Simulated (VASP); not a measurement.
# Sc2Ga4S (P4/mmm) in VASP: notebook

Sc2Ga4S is run at these levels: PBE; tasks: single point, relaxation of cell and atoms.

Program: VASP 6.6.1. These are calculated values, not measurements. Logs are shortened: lines on timing, memory, paths and dates and some standing lists are left out, and cuts for length are marked.

### Step 1. The cell of the first run

The structure is tetragonal, space group P4/mmm (No. 123). The conventional cell has a = 3.847 Å, b = 3.847 Å, c = 9.023 Å, α = 90.00°, β = 90.00°, γ = 90.00°. Within 3.9 Å of Sc (site symmetry 4/mmm) lie 8 Ga at 2.82 Å and 4 Sc at 3.85 Å. Sc (site symmetry 4/mmm) has 4 S at 2.72 Å and 8 Ga at 3.11 Å within 3.6 Å. Within 3.6 Å of Ga (site symmetry 2mm) lie 4 Ga at 2.72 Å and 4 Sc at 2.82 to 3.11 Å and 2 S at 3.11 Å. S (site symmetry 4/mmm) has 4 Sc at 2.72 Å and 8 Ga at 3.11 Å within 3.6 Å.

### Step 2. Single point, PBE (atoms taken out)

Contents of INCAR:

```
PREC = Accurate
ENCUT = 520
EDIFF = 1E-7
ISMEAR = 0
SIGMA = 0.1
LREAL = F
LASPH = T
NELM = 80
ALGO = Normal
ISIF = 2
LWAVE = F
LCHARG = F
GGA = PE
NBANDS = 49
```

Contents of KPOINTS:

```
Automatic mesh
0
Gamma
  8 8 4
```

Contents of POSCAR:

```
Sc2Ga4S
1.0
    3.8469379581      0.0000000000      0.0000000000
    0.0000000000      3.8469379581      0.0000000000
    0.0000000000      0.0000000000      9.0226777957
Sc Ga S
2 4 1
Direct
    0.0000000000      0.0000000000      0.5000000000
    0.0000000000      0.0000000000      0.0000000000
    0.0000000000      0.5000000000      0.7290194189
    0.5000000000      0.0000000000      0.7290194189
    0.0000000000      0.5000000000      0.2709805811
    0.5000000000      0.0000000000      0.2709805811
    0.5000000000      0.5000000000      0.0000000000
```

Potentials or basis: VASP PAW PBE potentials, release 64 (Sc_sv, Ga_d, S).

The run is started by

```bash
> cat potpaw_PBE.64/Sc_sv/POTCAR potpaw_PBE.64/Ga_d/POTCAR potpaw_PBE.64/S/POTCAR > POTCAR
> mpirun -np 1 vasp_std > vasp.out
```

OUTCAR:

```text
PREC = Accurate
   ENCUT = 520
   EDIFF = 1E-7
   ISMEAR = 0
   LREAL = F
   LASPH = T
   NELM = 80
   ISIF = 2
   GGA = PE

 ion  position               nearest neighbor table
   1  0.000  0.000  0.500-   3 2.82   4 2.82   5 2.82   6 2.82   3 2.82   5 2.82   4 2.82   6 2.82

   2  0.000  0.000  0.000-   7 2.72   7 2.72   7 2.72   7 2.72   3 3.11   3 3.11   5 3.11   4 3.11
                             4 3.11   6 3.11   5 3.11   6 3.11
   3  0.000  0.500  0.729-   4 2.72   4 2.72   4 2.72   4 2.72   1 2.82   1 2.82   2 3.11   2 3.11

   4  0.500  0.000  0.729-   3 2.72   3 2.72   3 2.72   3 2.72   1 2.82   1 2.82   2 3.11   2 3.11

   5  0.000  0.500  0.271-   6 2.72   6 2.72   6 2.72   6 2.72   1 2.82   1 2.82   2 3.11   2 3.11

   6  0.500  0.000  0.271-   5 2.72   5 2.72   5 2.72   5 2.72   1 2.82   1 2.82   2 3.11   2 3.11

   7  0.500  0.500  0.000-   2 2.72   2 2.72   2 2.72   2 2.72

  LATTYP: Found a simple tetragonal cell.
 ALAT       =     3.8469379581
 C/A-ratio  =     2.3454180686

  Lattice vectors:

 A1 = (   3.8469379581,   0.0000000000,   0.0000000000)
 A2 = (   0.0000000000,   3.8469379581,   0.0000000000)
 A3 = (   0.0000000000,   0.0000000000,   9.0226777957)

Analysis of symmetry for initial positions (statically):
=====================================================================
 Subroutine PRICEL returns:
 Original cell was already a primitive cell.

 Routine SETGRP: Setting up the symmetry group for a
 simple tetragonal supercell.

 Subroutine GETGRP returns: Found 16 space group operations
 (whereof 16 operations were pure point group operations)
 out of a pool of 16 trial point group operations.

The static configuration has the point symmetry D_4h.

Analysis of symmetry for dynamics (positions and initial velocities):
=====================================================================
 Subroutine PRICEL returns:
 Original cell was already a primitive cell.

 Routine SETGRP: Setting up the symmetry group for a
 simple tetragonal supercell.

 Subroutine GETGRP returns: Found 16 space group operations
 (whereof 16 operations were pure point group operations)
 out of a pool of 16 trial point group operations.

The dynamic configuration has the point symmetry D_4h.

 Subroutine INISYM returns: Found 16 space group operations
 (whereof 16 operations are pure point group operations),
 and found     1 'primitive' translations

----------------------------------------------------------------------------------------

                                     Primitive cell

  volume of cell :     133.5260

  direct lattice vectors                    reciprocal lattice vectors
     3.846937958  0.000000000  0.000000000     0.259947005  0.000000000  0.000000000
     0.000000000  3.846937958  0.000000000     0.000000000  0.259947005  0.000000000
     0.000000000  0.000000000  9.022677796     0.000000000  0.000000000  0.110831842

  length of vectors
     3.846937958  3.846937958  9.022677796     0.259947005  0.259947005  0.110831842

  position of ions in fractional coordinates (direct lattice)
     0.000000000  0.000000000  0.500000000
     0.000000000  0.000000000  0.000000000
     0.000000000  0.500000000  0.729019419
     0.500000000  0.000000000  0.729019419
     0.000000000  0.500000000  0.270980581
     0.500000000  0.000000000  0.270980581
     0.500000000  0.500000000  0.000000000

  ion indices of the primitive-cell ions
   primitive index   ion index
                 1           1
                 2           2
                 3           3
                 4           4
                 5           5
                 6           6
                 7           7

----------------------------------------------------------------------------------------

 KPOINTS: Automatic mesh

Automatic generation of k-mesh.
 Grid dimensions read from file:
 generate k-points for:    8    8    4

 Generating k-lattice:

  Cartesian coordinates                     Fractional coordinates (reciprocal lattice)
     0.032493376  0.000000000  0.000000000     0.125000000  0.000000000  0.000000000
     0.000000000  0.032493376  0.000000000     0.000000000  0.125000000  0.000000000
     0.000000000  0.000000000  0.027707961     0.000000000  0.000000000  0.250000000

  Length of vectors
     0.032493376  0.032493376  0.027707961

  Shift w.r.t. Gamma in fractional coordinates (k-lattice)
     0.000000000  0.000000000  0.000000000

 Subroutine IBZKPT returns following result:
 ===========================================

 Found     45 irreducible k-points:

 Following reciprocal coordinates:
            Coordinates               Weight
  0.000000  0.000000  0.000000      1.000000
  0.125000  0.000000  0.000000      4.000000
  0.250000  0.000000  0.000000      4.000000
  0.375000  0.000000  0.000000      4.000000
  0.500000  0.000000  0.000000      2.000000
  0.125000  0.125000  0.000000      4.000000
[... 16 lines left out ...]
  0.375000  0.125000  0.250000     16.000000
  0.500000  0.125000  0.250000      8.000000
 [... further k-points ...]
   k-points           NKPTS =     45   k-points in BZ     NKDIM =     45   number of bands    NBANDS=     49
   number of dos      NEDOS =    301   number of ions     NIONS =      7
   total plane-waves  NPLWV =  63000
   dimension x,y,z NGX =    30 NGY =   30 NGZ =   70
   dimension x,y,z NGXF=    60 NGYF=   60 NGZF=  140
   ions per type =               2   4   1
   NGX,Y,Z   is equivalent  to a cutoff of  12.96, 12.96, 12.90 a.u.
   NGXF,Y,Z  is equivalent  to a cutoff of  25.93, 25.93, 25.80 a.u.
 SYSTEM =  unknown system
   PREC   = accura    normal or accurate (medium, high low for compatibility)
   ISTART =      0    job   : 0-new  1-cont  2-samecut
   ICHARG =      2    charge: 1-file 2-atom 10-const
   ISPIN  =      1    spin polarized calculation?
   LNONCOLLINEAR =      F non collinear calculations
   LSORBIT =      F    spin-orbit coupling
   LASPH  =      T    aspherical Exc in radial PAW
   ENCUT  =  520.0 eV  38.22 Ry    6.18 a.u.   7.15  7.15 16.78*2*pi/ulx,y,z
   NELM   =     80;   NELMIN=  2; NELMDL= -5     # of ELM steps
   EDIFF  = 0.1E-06   stopping-criterion for ELM
   LREAL  =      F    real-space projection
   EDIFFG = 0.1E-05   stopping-criterion for IOM
   NSW    =      0    number of steps for IOM
   IBRION =     -1    ionic relax: 0-MD 1-quasi-New 2-CG
   NFREE  =      0    steps in history (QN), initial steepest desc. (CG)
   ISIF   =      2    stress and relaxation
   ISYM   =      2    0-nonsym 1-usesym 2-fastsym
   POTIM  = 0.5000    time-step for ionic-motion
   TEBEG  =    0.0;   TEEND  =   0.0 temperature during run
   PSTRESS=    0.0 pullay stress
   NELECT =      80.0000    total number of electrons
   NUPDOWN=      -1.0000    fix difference up-down
   EMIN   =  10.00;   EMAX   =-10.00  energy-range for DOS
   EFERMI =   0.00;   METHOD = LEGACY
   ISMEAR =     0;   SIGMA  =   0.10  broadening in eV -4-tet -1-fermi 0-gaus
   EFERMI_NEDOS =   21; number of points for ismear=-14 and -15
   IALGO  =     38    algorithm
   IMIX   =      4    mixing-type and parameters
     AMIX     =   0.40;   BMIX     =  1.00
     AMIX_MAG =   1.60;   BMIX_MAG =  1.00
  volume/ion in A,a.u.               =      19.08       128.73
  Fermi-wavevector in a.u.,A,eV,Ry     =   1.380118  2.608045 25.915367  1.904726
  Thomas-Fermi vector in A             =   2.505025
   LORBIT       =      0    0 simple, 1 ext, 2 COOP (PROOUT), +10 PAW based schemes
   GGA     = PE    functional components
   LHFCALC =     F    Hartree Fock is set to
   AEXX    =    0.0000 exact exchange contribution
   IVDW    =     0    specifies the selected vdW correction
   LEPSILON=     F    determine dielectric tensor
   LRPA    =     F    only Hartree local field effects (RPA)
 non-spin polarized calculation
 Gauss-broadening in eV      SIGMA  =   0.10
  energy-cutoff  :      520.00
  volume of cell :      133.53
 maximum number of plane-waves:      3632
 NGX is ok and might be reduce to    30
   NGX = 15   NGY = 15   NGZ = 33

 number of electron      79.9999992 magnetization

 Free energy of the ion-electron system (eV)
  ---------------------------------------------------
  ext. energy  EPLUGINS =         0.00000000
  ---------------------------------------------------
  free energy    TOTEN  =       -31.27468798 eV

  energy without entropy =      -31.25433103  energy(sigma->0) =      -31.26450951

 E-fermi :   5.6018     XC(G=0): -10.7721

 val. band max:        5.5841466897   @ k =   0.2500   0.1250   0.2500
 cond. band min:       5.6110240320   @ k =   0.3750   0.2500   0.5000
 fundamental gap:      0.0268773423
 Fermi energy:         5.6018379313

 k-point     1 :       0.0000    0.0000    0.0000
  band No.  band energies     occupation
      1     -44.3852      2.00000
      2     -43.9452      2.00000
      3     -23.0452      2.00000
      4     -23.0452      2.00000
      5     -22.9723      2.00000
      6     -22.6401      2.00000
[... 41 lines left out ...]
     48       7.4528      0.00000
     49       8.0615      0.00000

 k-point     2 :       0.1250    0.0000    0.0000
  band No.  band energies     occupation
      1     -44.3848      2.00000
      2     -43.9448      2.00000
      3     -23.0537      2.00000
      4     -23.0443      2.00000
      5     -22.9716      2.00000
      6     -22.6393      2.00000
[... 41 lines left out ...]
     48       7.8144      0.00000
     49       8.0103      0.00000

 k-point     3 :       0.2500    0.0000    0.0000
  band No.  band energies     occupation
      1     -44.3838      2.00000
      2     -43.9440      2.00000
      3     -23.0739      2.00000
      4     -23.0420      2.00000
      5     -22.9697      2.00000
      6     -22.6373      2.00000
[... 41 lines left out ...]
     48       8.2470      0.00000
     49       8.3891      0.00000

 k-point     4 :       0.3750    0.0000    0.0000
  band No.  band energies     occupation
      1     -44.3829      2.00000
      2     -43.9431      2.00000
      3     -23.0941      2.00000
      4     -23.0396      2.00000
      5     -22.9679      2.00000
      6     -22.6353      2.00000
[... 977 lines left out ...]
     48       7.9106      0.00000
     49       8.3639      0.00000

 k-point    23 :       0.3750    0.1250    0.2500
  band No.  band energies     occupation
      1     -44.3825      2.00000
      2     -43.9428      2.00000
      3     -23.0922      2.00000
      4     -23.0471      2.00000
      5     -22.9671      2.00000
      6     -22.6346      2.00000
[... 41 lines left out ...]
     48       8.1986      0.00000
     49       8.7008      0.00000

 k-point    24 :       0.5000    0.1250    0.2500
  band No.  band energies     occupation
      1     -44.3821      2.00000
      2     -43.9424      2.00000
      3     -23.1004      2.00000
      4     -23.0460      2.00000
      5     -22.9664      2.00000
      6     -22.6337      2.00000
[... 41 lines left out ...]
     48       8.1685      0.00000
     49       8.5407      0.00000

 [... further k-points ...]
[... 5 lines left out ...]
  --------------------------------------------------------------------------------------
  -------------------------------------------------------------------------------------
  Total        0.1096846      0.1096846      0.0941373      0.0000000     -0.0000000      0.0000000
  in kB        1.3161042      1.3161042      1.1295525      0.0000000     -0.0000000      0.0000000
  external PRESSURE =       1.2539203 kB  Pullay stress =       0.0000000 kB

 VOLUME and BASIS-vectors are now :
 -----------------------------------------------------------------------------
  energy-cutoff  :      520.00
  volume of cell :      133.53
      direct lattice vectors                 reciprocal lattice vectors
     3.846937958  0.000000000  0.000000000     0.259947005  0.000000000  0.000000000
     0.000000000  3.846937958  0.000000000     0.000000000  0.259947005  0.000000000
     0.000000000  0.000000000  9.022677796     0.000000000  0.000000000  0.110831842

 POSITION                                       TOTAL-FORCE (eV/Angst)
 -----------------------------------------------------------------------------------
      0.00000      0.00000      4.51134        -0.000000      0.000000      0.000000
      0.00000      0.00000      0.00000        -0.000000      0.000000      0.000000
      0.00000      1.92347      6.57771         0.000000      0.000000     -0.001668
      1.92347      0.00000      6.57771        -0.000000     -0.000000     -0.001668
      0.00000      1.92347      2.44497        -0.000000      0.000000      0.001668
      1.92347      0.00000      2.44497        -0.000000     -0.000000      0.001668
      1.92347      1.92347      0.00000        -0.000000      0.000000      0.000000
 -----------------------------------------------------------------------------------
    total drift:                                0.000000      0.000000     -0.000000

  FREE ENERGIE OF THE ION-ELECTRON SYSTEM (eV)
  ---------------------------------------------------
  free  energy   TOTEN  =       -31.2746879836 eV

  energy  without entropy=      -31.2543310331  energy(sigma->0) =      -31.26450951
```

It took 10 min on 1 thread of Intel Xeon 8259CL, shared host; peak memory 0.37 GiB.

Results:

```
Free energy            : -31.2747 eV
Pressure               : 0.1 GPa
Band gap on the k mesh : zero (bands 40 and 41 overlap by 1.68 eV)
```

Caveat: the cell differs from its parent crystal (atoms taken out).

### Step 3. Relaxation of cell and atoms, PBE (atoms taken out)

Contents of INCAR:

```
  ALGO = Normal
  EDIFF = 1E-6
  EDIFFG = -0.08
  ENCUT = 600
  GGA = PE
  IBRION = 2
  ISIF = 3
  ISMEAR = 0
  LASPH = T
  LCHARG = F
  LREAL = F
  LWAVE = F
  NELM = 80
  NSW = 36
  PREC = Accurate
  SIGMA = 0.2
```

Contents of KPOINTS:

```
k-points
0
Gamma
  4 4 2
```

Contents of POSCAR:

```
Sc2Ga4S
1.0
    4.1000000000      0.0000000000      0.0000000000
    0.0000000000      4.1000000000      0.0000000000
    0.0000000000      0.0000000000      7.6000000000
Sc Ga S
2 4 1
Direct
    0.0000000000      0.0000000000      0.5000000000
    0.0000000000      0.0000000000      0.0000000000
    0.0000000000      0.5000000000      0.7300000000
    0.5000000000      0.0000000000      0.7300000000
    0.0000000000      0.5000000000      0.2700000000
    0.5000000000      0.0000000000      0.2700000000
    0.5000000000      0.5000000000      0.0000000000
```

Potentials or basis: VASP PAW PBE potentials, release 64 (Sc_sv, Ga_d, S).

The run is started by

```bash
> cat potpaw_PBE.64/Sc_sv/POTCAR potpaw_PBE.64/Ga_d/POTCAR potpaw_PBE.64/S/POTCAR > POTCAR
> mpirun -np 1 vasp_std > vasp.out
```

It took 24 min on 1 thread of Intel Xeon 8259CL, shared host; peak memory 0.31 GiB.

The run converged. Its results:

| Quantity | Value |
| --- | --- |
| Free energy | -31.2710 eV |
| Relaxed volume | 19.39 Å³/atom |
| Relaxed cell | a = 3.791 Å, b = 3.791 Å, c = 9.445 Å, α = 90.00°, β = 90.00°, γ = 90.00° |
| Space group after relaxing (to 0.1 Å) | P4/mmm (No. 123) |
| Energy gained by relaxing | 59.7 meV/atom |
| Ionic steps | 10 |
| Pressure after relaxing | -0.4 GPa |
| Largest force after relaxing | 0.018 eV/Å |
| Band gap on the k mesh | zero (bands 40 and 41 overlap by 1.65 eV) |

Forces in eV/Å, atoms in the order of the input:
```
Sc   0.000  0.000  0.000
Sc   0.000  0.000  0.000
Ga   0.000  0.000 -0.018
Ga   0.000  0.000 -0.018
Ga   0.000  0.000  0.018
Ga   0.000  0.000  0.018
S    0.000  0.000  0.000
```

Stress tensor (GPa, compression positive):
```
-0.31  0.00  0.00
 0.00 -0.31  0.00
 0.00  0.00 -0.56
```

Step by step:
```csv
step,energy change (eV),largest force (eV/Å),pressure (GPa),volume (Å³)
1,0.0000,0.1324,4.37,127.76
2,-0.1577,0.0522,-1.02,137.15
3,-0.1577,0.0542,-0.89,136.98
4,-0.2082,0.0263,-0.79,136.23
5,-0.3331,0.0888,-0.03,133.65
6,-0.3212,0.2187,4.12,127.29
7,-0.3732,0.1668,1.57,130.43
8,-0.4032,0.1049,-0.07,133.84
9,-0.4084,0.0603,-0.85,135.73
10,-0.4176,0.0182,-0.39,135.75
```

Final structure:
```
Sc Ga S
1.0
     3.79107    0.00000    0.00000
     0.00000    3.79107    0.00000
     0.00000    0.00000    9.44540
Sc Ga S
2 4 1
Direct
  0.00000 0.00000 0.50000
  0.00000 0.00000 0.00000
  0.00000 0.50000 0.72786
  0.50000 0.00000 0.72786
  0.00000 0.50000 0.27214
  0.50000 0.00000 0.27214
  0.50000 0.50000 0.00000
```

Levels at points of the mesh, in eV from the Fermi level:
```tsv
k point	band 38	band 39	band 40	band 41	band 42	band 43
(0.00, 0.00, 0.00)	-0.95	-0.91	0.42	0.42	0.45	0.57
(0.50, 0.00, 0.00)	-0.51	0.38	0.42	0.91	0.95	1.30
(0.50, 0.50, 0.00)	-3.51	-3.26	-0.99	-0.99	-0.93	0.99
(0.00, 0.00, 0.50)	-1.23	-0.50	-0.50	-0.43	-0.43	0.94
(0.50, 0.00, 0.50)	-0.19	0.40	0.66	0.76	0.79	0.99
(0.50, 0.50, 0.50)	-3.85	-2.73	-1.76	-0.86	-0.86	1.09
```

Caveat: the k points lie up to 0.41 Å⁻¹ apart in the final cell, too coarse for converged energies and pressures of a metal; the cell differs from its parent crystal (atoms taken out); a cell axis changed by over 15 % at a fixed basis, so the end point is rough.

The gap in the log of VASP goes by the Fermi energy; the results here count the filled bands.